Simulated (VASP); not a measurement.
Input of a VASP 6.6.1 run:

The input INCAR:

```
PREC = Accurate
ENCUT = 520
EDIFF = 1E-6
ISMEAR = -1
SIGMA = 0.1
LREAL = False
LASPH = True
NELM = 100
ALGO = Normal
ISIF = 2
LWAVE = False
LCHARG = False
NBANDS = 11
```

File KPOINTS:

```
Automatic mesh
0
Gamma
  9 9 9
```

POSCAR

```
Hf
1.0
    0.0000000000      2.1955337590      2.1955337590
    2.1955337590      0.0000000000      2.1955337590
    2.1955337590      2.1955337590      0.0000000000
Hf
1
Direct
    0.0000000000      0.0000000000      0.0000000000
```

Potentials or basis: VASP PAW LDA potentials, release 64 (Hf_pv).

Launch:

```console
$ cat potpaw_LDA.64/Hf_pv/POTCAR > POTCAR
$ mpirun -np 1 vasp_std > vasp.out
```

Task: Predict the pressure.

Result: -1.7 GPa.

Task: Predict the band gap on the k mesh.

Result: Zero (band 5 reaches 6.36 eV, above the bottom of band 6 at 4.44 eV).

Caveat: spin-orbit coupling is left out, which moves the levels of the heavy elements.
